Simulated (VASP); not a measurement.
# CdSe (ldaat) (P6_3mc) in VASP: notebook

Runs on CdSe (ldaat). Level: LDA. Tasks: single point.

Program: VASP 6.6.1. These are calculated values, not measurements. Logs are shortened: lines on timing, memory, paths and dates and some standing lists are left out, and cuts for length are marked.

**1. The cell of the first run**

The structure is hexagonal, space group P6_3mc (No. 186). Conventional cell: a = 4.302 Å, b = 4.302 Å, c = 7.021 Å, α = 90.00°, β = 90.00°, γ = 120.00°. Within 3.5 Å of Cd (site symmetry 3m) lie 4 Se at 2.63 to 2.64 Å. Se (site symmetry 3m) has 4 Cd at 2.63 to 2.64 Å within 3.5 Å.

**2. Single point, LDA**

The input, INCAR:

```
SYSTEM = CdSe
PREC     = Accurate       ! precision mode
ENCUT    = 520            ! plane-wave cutoff, eV
EDIFF    = 1E-6           ! SCF threshold, eV
ISMEAR   = 0              ! smearing method
SIGMA    = 0.01           ! smearing width, eV
LREAL    = .False.        ! projectors in reciprocal space
LASPH    = .True.         ! aspherical terms in the spheres
NELM     = 80             ! most SCF steps
ALGO     = Normal         ! electronic algorithm
ISIF     = 2              ! what is computed and relaxed
LWAVE    = .False.        ! write WAVECAR
LCHARG   = .True.         ! write CHGCAR
GGA      = CA             ! functional
LELF     = .True.         ! ELF
LVHAR    = .True.       
NBANDS   = 26             ! bands
```

The input, KPOINTS:

```
regular mesh
0
Gamma
  9 9 6
  0 0 0
```

The input, POSCAR:

```
CdSe
1.0
    4.3021423044      0.0000000000      0.0000000000
   -2.1510711522      3.7257645263      0.0000000000
    0.0000000000      0.0000000000      7.0214577968
Cd Se
2 2
Direct
    0.3333333333      0.6666666667      0.0001348960
    0.6666666667      0.3333333333      0.5001348960
    0.3333333333      0.6666666667      0.3758651040
    0.6666666667      0.3333333333      0.8758651040
```

Potentials or basis: VASP PAW LDA potentials, release 64 (Cd, Se).

The run is started by

```sh
> cat potpaw_LDA.64/Cd/POTCAR potpaw_LDA.64/Se/POTCAR > POTCAR
> mpirun -np 1 vasp_std > vasp.out
```

OUTCAR:

```text
SYSTEM = CdSe
   PREC = Accurate
   ENCUT = 520
   EDIFF = 1E-6
   ISMEAR = 0
   LREAL = .False.
   LASPH = .True.
   NELM = 80
   ISIF = 2
   GGA = CA

 ion  position               nearest neighbor table
   1  0.333  0.667  0.000-   4 2.63   4 2.63   4 2.63   3 2.64
   2  0.667  0.333  0.500-   3 2.63   3 2.63   3 2.63   4 2.64
   3  0.333  0.667  0.376-   2 2.63   2 2.63   2 2.63   1 2.64
   4  0.667  0.333  0.876-   1 2.63   1 2.63   1 2.63   2 2.64

  LATTYP: Found a hexagonal cell.
 ALAT       =     4.3021423044
 C/A-ratio  =     1.6320840409

  Lattice vectors:

 A1 = (   4.3021423044,   0.0000000000,   0.0000000000)
 A2 = (  -2.1510711522,   3.7257645263,   0.0000000000)
 A3 = (   0.0000000000,   0.0000000000,   7.0214577968)

Analysis of symmetry for initial positions (statically):
=====================================================================
 Subroutine PRICEL returns:
 Original cell was already a primitive cell.

 Routine SETGRP: Setting up the symmetry group for a
 hexagonal supercell.

 Subroutine GETGRP returns: Found 12 space group operations
 (whereof  6 operations were pure point group operations)
 out of a pool of 24 trial point group operations.

The static configuration has the point symmetry C_3v.
 The point group associated with its full space group is C_6v.

Analysis of symmetry for dynamics (positions and initial velocities):
=====================================================================
 Subroutine PRICEL returns:
 Original cell was already a primitive cell.

 Routine SETGRP: Setting up the symmetry group for a
 hexagonal supercell.

 Subroutine GETGRP returns: Found 12 space group operations
 (whereof  6 operations were pure point group operations)
 out of a pool of 24 trial point group operations.

The dynamic configuration has the point symmetry C_3v.
 The point group associated with its full space group is C_6v.

 Subroutine INISYM returns: Found 12 space group operations
 (whereof  6 operations are pure point group operations),
 and found     1 'primitive' translations

----------------------------------------------------------------------------------------

                                     Primitive cell

  volume of cell :     112.5453

  direct lattice vectors                    reciprocal lattice vectors
     4.302142304  0.000000000  0.000000000     0.232442334  0.134200644  0.000000000
    -2.151071152  3.725764526  0.000000000     0.000000000  0.268401289  0.000000000
     0.000000000  0.000000000  7.021457797     0.000000000  0.000000000  0.142420567

  length of vectors
     4.302142304  4.302142304  7.021457797     0.268401289  0.268401289  0.142420567

  position of ions in fractional coordinates (direct lattice)
     0.333333333  0.666666667  0.000134896
     0.666666667  0.333333333  0.500134896
     0.333333333  0.666666667  0.375865104
     0.666666667  0.333333333  0.875865104

  ion indices of the primitive-cell ions
   primitive index   ion index
                 1           1
                 2           2
                 3           3
                 4           4

----------------------------------------------------------------------------------------

 KPOINTS: regular mesh

Automatic generation of k-mesh.
 Grid dimensions read from file:
 generate k-points for:    9    9    6

 Generating k-lattice:

  Cartesian coordinates                     Fractional coordinates (reciprocal lattice)
     0.025826926  0.014911183  0.000000000     0.111111111 -0.000000000  0.000000000
     0.000000000  0.029822365  0.000000000     0.000000000  0.111111111  0.000000000
     0.000000000  0.000000000  0.023736761     0.000000000  0.000000000  0.166666667

  Length of vectors
     0.029822365  0.029822365  0.023736761

  Shift w.r.t. Gamma in fractional coordinates (k-lattice)
     0.000000000  0.000000000  0.000000000

 Subroutine IBZKPT returns following result:
 ===========================================

 Found     48 irreducible k-points:

 Following reciprocal coordinates:
            Coordinates               Weight
  0.000000  0.000000  0.000000      1.000000
  0.111111 -0.000000  0.000000      6.000000
  0.222222 -0.000000  0.000000      6.000000
  0.333333 -0.000000  0.000000      6.000000
  0.444444 -0.000000  0.000000      6.000000
  0.111111  0.111111  0.000000      6.000000
[... 16 lines left out ...]
  0.333333  0.222222  0.166667     24.000000
  0.333333  0.333333  0.166667      4.000000
 [... further k-points ...]
   k-points           NKPTS =     48   k-points in BZ     NKDIM =     48   number of bands    NBANDS=     26
   number of dos      NEDOS =    301   number of ions     NIONS =      4
   total plane-waves  NPLWV =  55296
   dimension x,y,z NGX =    32 NGY =   32 NGZ =   54
   dimension x,y,z NGXF=    64 NGYF=   64 NGZF=  108
   ions per type =               2   2
   NGX,Y,Z   is equivalent  to a cutoff of  12.37, 12.37, 12.79 a.u.
   NGXF,Y,Z  is equivalent  to a cutoff of  24.73, 24.73, 25.57 a.u.
 SYSTEM =  CdSe
   PREC   = accura    normal or accurate (medium, high low for compatibility)
   ISTART =      0    job   : 0-new  1-cont  2-samecut
   ICHARG =      2    charge: 1-file 2-atom 10-const
   ISPIN  =      1    spin polarized calculation?
   LNONCOLLINEAR =      F non collinear calculations
   LSORBIT =      F    spin-orbit coupling
   LASPH  =      T    aspherical Exc in radial PAW
   ENCUT  =  520.0 eV  38.22 Ry    6.18 a.u.   8.00  8.00 13.06*2*pi/ulx,y,z
   NELM   =     80;   NELMIN=  2; NELMDL= -5     # of ELM steps
   EDIFF  = 0.1E-05   stopping-criterion for ELM
   LREAL  =      F    real-space projection
   EDIFFG = 0.1E-04   stopping-criterion for IOM
   NSW    =      0    number of steps for IOM
   IBRION =     -1    ionic relax: 0-MD 1-quasi-New 2-CG
   NFREE  =      0    steps in history (QN), initial steepest desc. (CG)
   ISIF   =      2    stress and relaxation
   ISYM   =      2    0-nonsym 1-usesym 2-fastsym
   POTIM  = 0.5000    time-step for ionic-motion
   TEBEG  =    0.0;   TEEND  =   0.0 temperature during run
   PSTRESS=    0.0 pullay stress
   NELECT =      36.0000    total number of electrons
   NUPDOWN=      -1.0000    fix difference up-down
   EMIN   =  10.00;   EMAX   =-10.00  energy-range for DOS
   EFERMI =   0.00;   METHOD = LEGACY
   ISMEAR =     0;   SIGMA  =   0.01  broadening in eV -4-tet -1-fermi 0-gaus
   EFERMI_NEDOS =   21; number of points for ismear=-14 and -15
   IALGO  =     38    algorithm
   IMIX   =      4    mixing-type and parameters
     AMIX     =   0.40;   BMIX     =  1.00
     AMIX_MAG =   1.60;   BMIX_MAG =  1.00
  volume/ion in A,a.u.               =      28.14       189.87
  Fermi-wavevector in a.u.,A,eV,Ry     =   1.119609  2.115755 17.055244  1.253525
  Thomas-Fermi vector in A             =   2.256250
   LORBIT       =      0    0 simple, 1 ext, 2 COOP (PROOUT), +10 PAW based schemes
   GGA     = CA    functional components
   LHFCALC =     F    Hartree Fock is set to
   AEXX    =    0.0000 exact exchange contribution
   IVDW    =     0    specifies the selected vdW correction
   LEPSILON=     F    determine dielectric tensor
   LRPA    =     F    only Hartree local field effects (RPA)
 non-spin polarized calculation
 Gauss-broadening in eV      SIGMA  =   0.01
  energy-cutoff  :      520.00
  volume of cell :      112.55
 maximum number of plane-waves:      3048
 NGX is ok and might be reduce to    32
   NGX = 15   NGY = 15   NGZ = 27

 number of electron      35.9999998 magnetization

 Free energy of the ion-electron system (eV)
  ---------------------------------------------------
  ext. energy  EPLUGINS =         0.00000000
  ---------------------------------------------------
  free energy    TOTEN  =       -13.50461320 eV

  energy without entropy =      -13.50461320  energy(sigma->0) =      -13.50461320

 E-fermi :   0.8618     XC(G=0):  -9.2835

 val. band max:        0.8138828048   @ k =   0.0000   0.0000   0.0000
 cond. band min:       1.2316834376   @ k =   0.0000   0.0000   0.0000
 fundamental gap:      0.4178006328
 Fermi energy:         0.8617784973

 k-point     1 :       0.0000    0.0000    0.0000
  band No.  band energies     occupation
      1     -11.8383      2.00000
      2     -11.4539      2.00000
      3      -7.1314      2.00000
      4      -7.1242      2.00000
      5      -7.1242      2.00000
      6      -7.0562      2.00000
[... 18 lines left out ...]
     25       7.7141      0.00000
     26       8.2918      0.00000

 k-point     2 :       0.1111   -0.0000    0.0000
  band No.  band energies     occupation
      1     -11.7994      2.00000
      2     -11.4360      2.00000
      3      -7.1199      2.00000
      4      -7.1102      2.00000
      5      -7.0958      2.00000
      6      -7.0396      2.00000
[... 18 lines left out ...]
     25       8.0054      0.00000
     26       8.0723      0.00000

 k-point     3 :       0.2222   -0.0000    0.0000
  band No.  band energies     occupation
      1     -11.6971      2.00000
      2     -11.3933      2.00000
      3      -7.0891      2.00000
      4      -7.0782      2.00000
      5      -7.0179      2.00000
      6      -6.9880      2.00000
[... 18 lines left out ...]
     25       7.8835      0.00000
     26       8.7129      0.00000

 k-point     4 :       0.3333   -0.0000    0.0000
  band No.  band energies     occupation
      1     -11.5707      2.00000
      2     -11.3528      2.00000
      3      -7.0611      2.00000
      4      -7.0497      2.00000
      5      -6.9467      2.00000
      6      -6.9332      2.00000
[... 18 lines left out ...]
     25       8.5003      0.00000
     26       8.8736      0.00000
[... 496 lines left out ...]
      1     -11.4970      2.00000
      2     -11.3507      2.00000
      3      -7.0511      2.00000
      4      -7.0206      2.00000
      5      -6.9424      2.00000
      6      -6.9267      2.00000
[... 18 lines left out ...]
     25       8.2552      0.00000
     26       9.2596      0.00000

 k-point    23 :       0.3333    0.2222    0.1667
  band No.  band energies     occupation
      1     -11.4186      2.00000
      2     -11.3454      2.00000
      3      -7.0511      2.00000
      4      -6.9920      2.00000
      5      -6.9270      2.00000
      6      -6.9023      2.00000
[... 18 lines left out ...]
     25       8.7187      0.00000
     26       9.3515      0.00000

 k-point    24 :       0.3333    0.3333    0.1667
  band No.  band energies     occupation
      1     -11.3678      2.00000
      2     -11.3678      2.00000
      3      -7.0559      2.00000
      4      -6.9491      2.00000
      5      -6.9491      2.00000
      6      -6.8964      2.00000
[... 18 lines left out ...]
     25       8.9735      0.00000
     26       8.9735      0.00000

 [... further k-points ...]
[... 5 lines left out ...]
  --------------------------------------------------------------------------------------
  -------------------------------------------------------------------------------------
  Total       -1.0856047     -1.0856047     -1.0624075      0.0000000     -0.0000000      0.0000000
  in kB      -15.4544952    -15.4544952    -15.1242645      0.0000000     -0.0000000      0.0000000
  external PRESSURE =     -15.3444183 kB  Pullay stress =       0.0000000 kB

 VOLUME and BASIS-vectors are now :
 -----------------------------------------------------------------------------
  energy-cutoff  :      520.00
  volume of cell :      112.55
      direct lattice vectors                 reciprocal lattice vectors
     4.302142304  0.000000000  0.000000000     0.232442334  0.134200644  0.000000000
    -2.151071152  3.725764526  0.000000000     0.000000000  0.268401289  0.000000000
     0.000000000  0.000000000  7.021457797     0.000000000  0.000000000  0.142420567

 POSITION                                       TOTAL-FORCE (eV/Angst)
 -----------------------------------------------------------------------------------
     -0.00000      2.48384      0.00095        -0.000000      0.000000      0.000596
      2.15107      1.24192      3.51168         0.000000     -0.000000      0.000596
     -0.00000      2.48384      2.63912        -0.000000      0.000000     -0.000596
      2.15107      1.24192      6.14985        -0.000000     -0.000000     -0.000596
 -----------------------------------------------------------------------------------
    total drift:                               -0.000000      0.000000      0.000228

  FREE ENERGIE OF THE ION-ELECTRON SYSTEM (eV)
  ---------------------------------------------------
  free  energy   TOTEN  =       -13.5046131984 eV

  energy  without entropy=      -13.5046131984  energy(sigma->0) =      -13.50461320
```

Wall time 63 s (1 thread of AMD EPYC 9R45 (Zen 5), shared host); peak memory 0.23 GiB.

Results:

```yaml
Free_energy: -13.5046 eV
Pressure: -1.5 GPa
Band_gap_on_the_k_mesh: 0.42 eV, direct
```

**3. Single point, LDA**

The input, INCAR:

```
SYSTEM = CdSe
PREC = Accurate
ENCUT = 520
EDIFF = 1E-6
ISMEAR = 0
SIGMA = 0.01
LREAL = .FALSE.
LASPH = .TRUE.
NELM = 100
ALGO = Normal
ISIF = 2
LWAVE = .FALSE.
LCHARG = .FALSE.
GGA = CA
NBANDS = 26
```

The input, KPOINTS:

```
Automatic mesh
0
G
  9 9 6
  0 0 0
```

The input, POSCAR:

```
CdSe
1.0
    4.3021423044      0.0000000000      0.0000000000
   -2.1510711522      3.7257645263      0.0000000000
    0.0000000000      0.0000000000      7.0214577968
Cd Se
2 2
Direct
    0.3333333333      0.6666666667     -0.0091853384
    0.6666666667      0.3333333333      0.4908146616
    0.3333333333      0.6666666667      0.3851853384
    0.6666666667      0.3333333333      0.8851853384
```

Potentials or basis: VASP PAW LDA potentials, release 64 (Cd, Se).

The run is started by

```sh
> cat potpaw_LDA.64/Cd/POTCAR potpaw_LDA.64/Se/POTCAR > POTCAR
> mpirun -np 1 vasp_std > vasp.out
```

It took 61 s on 1 thread of AMD EPYC 9R45 (Zen 5), shared host; peak memory 0.23 GiB.

The run converged. Its results:

```
Free energy            : -13.4386 eV
Pressure               : -1.2 GPa
Largest force          : 0.457 eV/Å
Band gap on the k mesh : 0.50 eV, direct
```

Forces on the atoms (eV/Å):
```
Cd   0.000  0.000  0.457
Cd   0.000  0.000  0.457
Se   0.000  0.000 -0.457
Se   0.000  0.000 -0.457
```

Stress tensor (GPa, compression positive):
```
-0.20  0.00  0.00
 0.00 -0.20  0.00
 0.00  0.00 -3.21
```

Levels at points of the mesh, in eV from the valence-band top:
```
           k point  band 15  band 16  band 17  band 18  band 19  band 20  band 21  band 22
(0.00, 0.00, 0.00)    -0.70    -0.01    -0.01     0.00     0.50     1.82     5.74     5.74
(0.00, 0.00, 0.50)    -0.37    -0.37    -0.37    -0.37     2.09     2.09     5.63     5.63
```

(Continued in part 2 of 2.)
